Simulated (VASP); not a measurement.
# Te (Fd-3m) in VASP: further runs, part 2 of 2

VASP 6.6.1. The steps go on from the part before.

### Step 3. Single point, PBEsol

This run uses another cell than the first one, of 43.87 Å³/atom, 1.010 times its volume.

INCAR

```
SYSTEM = Te
PREC = Accurate ; ENCUT = 520
EDIFF = 1E-6 ; ISMEAR = -1
SIGMA = 0.02 ; LREAL = .False.
LASPH = .True. ; NELM = 100
ALGO = Normal ; ISIF = 2
LWAVE = .False. ; LCHARG = .False.
GGA = PS ; NBANDS = 13
```

KPOINTS

```
regular mesh
0
Gamma
  6 6 6
  0 0 0
```

POSCAR

```
Te
1.0
    0.0000000000      3.5269040256      3.5269040256
    3.5269040256      0.0000000000      3.5269040256
    3.5269040256      3.5269040256      0.0000000000
Te
2
Direct
    1.0000000000      1.0000000000      1.0000000000
    0.2500000000      0.2500000000      0.2500000000
```

Potentials or basis: VASP PAW PBE potentials, release 64 (Te).

Started as:

```
cat potpaw_PBE.64/Te/POTCAR > POTCAR
mpirun -np 1 vasp_std > vasp.out
```

OUTCAR:

```text
SYSTEM = Te
   PREC = Accurate
   ENCUT = 520
   EDIFF = 1E-6
   ISMEAR = -1
   LREAL = .False.
   LASPH = .True.
   NELM = 100
   ISIF = 2
   GGA = PS

 ion  position               nearest neighbor table
   1  0.000  0.000  0.000-   2 3.05   2 3.05   2 3.05   2 3.05
   2  0.250  0.250  0.250-   1 3.05   1 3.05   1 3.05   1 3.05

  LATTYP: Found a face centered cubic cell.
 ALAT       =     7.0538080512

  Lattice vectors:

 A1 = (   0.0000000000,   3.5269040256,   3.5269040256)
 A2 = (   3.5269040256,   0.0000000000,   3.5269040256)
 A3 = (   3.5269040256,   3.5269040256,   0.0000000000)

Analysis of symmetry for initial positions (statically):
=====================================================================
 Subroutine PRICEL returns:
 Original cell was already a primitive cell.

 Routine SETGRP: Setting up the symmetry group for a
 face centered cubic supercell.

 Subroutine GETGRP returns: Found 48 space group operations
 (whereof 24 operations were pure point group operations)
 out of a pool of 48 trial point group operations.

The static configuration has the point symmetry T_d .
 The point group associated with its full space group is O_h .

Analysis of symmetry for dynamics (positions and initial velocities):
=====================================================================
 Subroutine PRICEL returns:
 Original cell was already a primitive cell.

 Routine SETGRP: Setting up the symmetry group for a
 face centered cubic supercell.

 Subroutine GETGRP returns: Found 48 space group operations
 (whereof 24 operations were pure point group operations)
 out of a pool of 48 trial point group operations.

The dynamic configuration has the point symmetry T_d .
 The point group associated with its full space group is O_h .

 Subroutine INISYM returns: Found 48 space group operations
 (whereof 24 operations are pure point group operations),
 and found     1 'primitive' translations
[... 111 lines left out ...]
   GGA     = PS    functional components
   LHFCALC =     F    Hartree Fock is set to
   AEXX    =    0.0000 exact exchange contribution
   IVDW    =     0    specifies the selected vdW correction
   LEPSILON=     F    determine dielectric tensor
   LRPA    =     F    only Hartree local field effects (RPA)
 non-spin polarized calculation
  energy-cutoff  :      520.00
  volume of cell :       87.74
 maximum number of plane-waves:      2421
 NGX is ok and might be reduce to    40
   NGX = 19   NGY = 19   NGZ = 19

 number of electron      11.9999999 magnetization

 Free energy of the ion-electron system (eV)
  ---------------------------------------------------
  ext. energy  EPLUGINS =         0.00000000
  ---------------------------------------------------
  free energy    TOTEN  =        -6.04986143 eV

  energy without entropy =       -6.04732396  energy(sigma->0) =       -6.04859270

 E-fermi :   3.6324     XC(G=0):  -7.9441

 val. band max:        3.5257069153   @ k =  -0.3333   0.3333   0.0000
 cond. band min:       3.6408931936   @ k =   0.1667   0.1667   0.0000
 fundamental gap:      0.1151862783
 Fermi energy:         3.6324118663

 k-point     1 :       0.0000    0.0000    0.0000
  band No.  band energies     occupation
      1      -9.6072      2.00000
      2      -4.9486      2.00000
      3       0.5058      2.00000
      4       0.5058      2.00000
      5       0.5058      2.00000
      6       2.8929      2.00000
      7       2.8929      2.00000
      8       2.8929      2.00000
      9       7.1143      0.00000
     10       9.5183      0.00000
     11       9.5183      0.00000
     12      10.9777      0.00000
     13      10.9777      0.00000
[... 226 lines left out ...]
  band No.  band energies     occupation
      1      -7.8141      2.00000
      2      -7.8141      2.00000
      3      -0.9351      2.00000
      4      -0.9351      2.00000
      5       2.4448      2.00000
      6       2.4448      2.00000
      7       5.1575      0.00000
      8       5.1575      0.00000
      9       8.5216      0.00000
     10       8.5216      0.00000
     11      11.0055      0.00000
     12      11.0055      0.00000
     13      13.4897      0.00000

------------------------ aborting loop because EDIFF is reached ----------------------------------------

  FORCE on cell =-STRESS in cart. coord.  units (eV):
  Direction    XX          YY          ZZ          XY          YZ          ZX
  --------------------------------------------------------------------------------------
  -------------------------------------------------------------------------------------
  Total        0.0671533      0.0671533      0.0671533     -0.0000000     -0.0000000     -0.0000000
  in kB        1.2262164      1.2262164      1.2262164     -0.0000000     -0.0000000     -0.0000000
  external PRESSURE =       1.2262164 kB  Pullay stress =       0.0000000 kB

 VOLUME and BASIS-vectors are now :
 -----------------------------------------------------------------------------
  energy-cutoff  :      520.00
  volume of cell :       87.74
      direct lattice vectors                 reciprocal lattice vectors
     0.000000000  3.526904026  3.526904026    -0.141767396  0.141767396  0.141767396
     3.526904026  0.000000000  3.526904026     0.141767396 -0.141767396  0.141767396
     3.526904026  3.526904026  0.000000000     0.141767396  0.141767396 -0.141767396

 POSITION                                       TOTAL-FORCE (eV/Angst)
 -----------------------------------------------------------------------------------
      0.00000      0.00000      0.00000        -0.000000     -0.000000     -0.000000
      1.76345      1.76345      1.76345         0.000000      0.000000      0.000000
 -----------------------------------------------------------------------------------
    total drift:                               -0.000000      0.000000      0.000000

  FREE ENERGIE OF THE ION-ELECTRON SYSTEM (eV)
  ---------------------------------------------------
  free  energy   TOTEN  =        -6.0498614288 eV

  energy  without entropy=       -6.0473239647  energy(sigma->0) =       -6.04859270
```

Wall time 19 s (1 thread of Intel Xeon 6975P-C, shared host); peak memory 0.23 GiB.

Results:

- Free energy: -6.0499 eV
- Pressure: 0.1 GPa
- Band gap on the k mesh: zero (band 6 reaches 3.87 eV, above the bottom of band 7 at 2.89 eV)

Levels at points of the mesh, in eV from the Fermi level:
```csv
k point,band 4,band 5,band 6,band 7,band 8,band 9
"(0.00, 0.00, 0.00)",-3.13,-3.13,-0.74,-0.74,-0.74,3.48
"(0.50, 0.00, 0.00)",-3.75,-3.59,0.23,0.23,1.71,5.32
"(0.50, 0.50, 0.00)",-4.42,-1.70,-1.70,2.07,2.07,5.05
```

Caveat: the PAW data sets were made with another functional, which shifts forces and pressure a little; spin-orbit coupling is left out, which moves the levels of the heavy elements.

### Step 4. Single point, PBEsol

This run uses another cell than the first one, of 44.31 Å³/atom, 1.020 times its volume.

INCAR

```
SYSTEM = Te
ALGO = Normal ; EDIFF = 1E-6
ENCUT = 520 ; GGA = PS
ISIF = 2 ; ISMEAR = -1
LASPH = .TRUE. ; LCHARG = .TRUE.
LELF = .TRUE. ; LREAL = .FALSE.
LVHAR = .TRUE. ; LWAVE = .FALSE.
NBANDS = 13 ; NELM = 100
PREC = Accurate ; SIGMA = 0.02
```

KPOINTS

```
k-points
0
G
  6 6 6
  0 0 0
```

POSCAR

```
Te
1.0
    0.0000000000      3.5386214008      3.5386214008
    3.5386214008      0.0000000000      3.5386214008
    3.5386214008      3.5386214008      0.0000000000
Te
2
Direct
    1.0000000000      1.0000000000      1.0000000000
    0.2500000000      0.2500000000      0.2500000000
```

Started as:

```
cat potpaw_PBE.64/Te/POTCAR > POTCAR
mpirun -np 1 vasp_std > vasp.out
```

Run time: 21 s. Hardware: 1 thread of Intel Xeon 6975P-C, shared host; peak memory 0.23 GiB.

The run converged. Its results:

```
Free energy            : -6.0497 eV
Pressure               : -0.2 GPa
Band gap on the k mesh : zero (band 6 reaches 3.77 eV, above the bottom of band 7 at 2.81 eV)
```

Levels at points of the mesh, in eV from the Fermi level:
```
           k point  band 4  band 5  band 6  band 7  band 8  band 9
(0.00, 0.00, 0.00)   -3.10   -3.10   -0.73   -0.73   -0.73    3.49
(0.50, 0.00, 0.00)   -3.71   -3.57    0.23    0.23    1.66    5.33
(0.50, 0.50, 0.00)   -4.38   -1.68   -1.68    2.04    2.04    5.04
```

Caveat: the PAW data sets were made with another functional, which shifts forces and pressure a little; spin-orbit coupling is left out, which moves the levels of the heavy elements.

### Step 5. The runs side by side

```tsv
cell	gap on the mesh (eV)	pressure (GPa)
a = 4.971 Å, angles 60.0°, 2 atoms	none	0.4
a = 4.988 Å, angles 60.0°, 2 atoms	none	0.1
a = 5.004 Å, angles 60.0°, 2 atoms	none	-0.2
```

Alike in all rows: task single point; level PBEsol; potentials or basis VASP PAW PBE potentials, release 64 (Te); no spin polarisation; k mesh 6 × 6 × 6; cutoff (eV) 520; smearing fermi-dirac 0.02 eV.

Caveats: the PAW data sets were made with another functional, which shifts forces and pressure a little; spin-orbit coupling is left out, which moves the levels of the heavy elements.

Total energies depend on the potentials used, so only differences within one code and one set of settings carry meaning.
